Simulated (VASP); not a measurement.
Input of a VASP 6.6.1 run:

The input INCAR:

```
PREC     = Accurate       # precision mode
ENCUT    = 520            # plane-wave cutoff, eV
EDIFF    = 1E-6           # SCF threshold, eV
ISMEAR   = -1             # smearing method
SIGMA    = 0.05           # smearing width, eV
LREAL    = False          # projectors in reciprocal space
LASPH    = True           # aspherical terms in the spheres
NELM     = 150            # most SCF steps
ALGO     = Normal         # electronic algorithm
ISIF     = 2              # what is computed and relaxed
LWAVE    = False          # write WAVECAR
LCHARG   = False          # write CHGCAR
ISPIN    = 2              # spin polarisation
MAGMOM   = 3 0 0          # initial moments
LORBIT   = 11             # projections on sites
LMAXMIX  = 4              # l up to which the mixer works
NBANDS   = 23             # bands
```

The input KPOINTS:

```
Automatic mesh
0
Gamma
  7 7 7
```

File POSCAR:

```
CrO2
1.0
    0.0000000000      2.3022251418      2.3022251418
    2.3022251418      0.0000000000      2.3022251418
    2.3022251418      2.3022251418      0.0000000000
Cr O
1 2
Direct
    0.0000000000      0.0000000000      0.0000000000
    0.2500000000      0.2500000000      0.2500000000
    0.7500000000      0.7500000000      0.7500000000
```

Potentials or basis: VASP PAW LDA potentials, release 64 (Cr_pv, O).

Run with:

```sh
$ cat potpaw_LDA.64/Cr_pv/POTCAR potpaw_LDA.64/O/POTCAR > POTCAR
$ mpirun -np 1 vasp_std > vasp.out
```

(1) Estimate the pressure.

(2) Predict the net moment.

(3) Predict the site moments.

(4) What does it give for the band gap on the k mesh?

Results:

(1) 0.8 GPa.

(2) 2.00 μB per cell.

(3) Cr +2.08; O -0.07 μB.

(4) 0.82 eV (least direct gap 1.05 eV).

Caveat: an empty level that is flat over the whole mesh can mark a ghost state of the potentials, or a narrow d or f band; an odd mesh through Γ misses points on the zone boundary, where band edges can lie; a cell with one magnetic atom can't hold antiferromagnetic order, which such compounds often take.
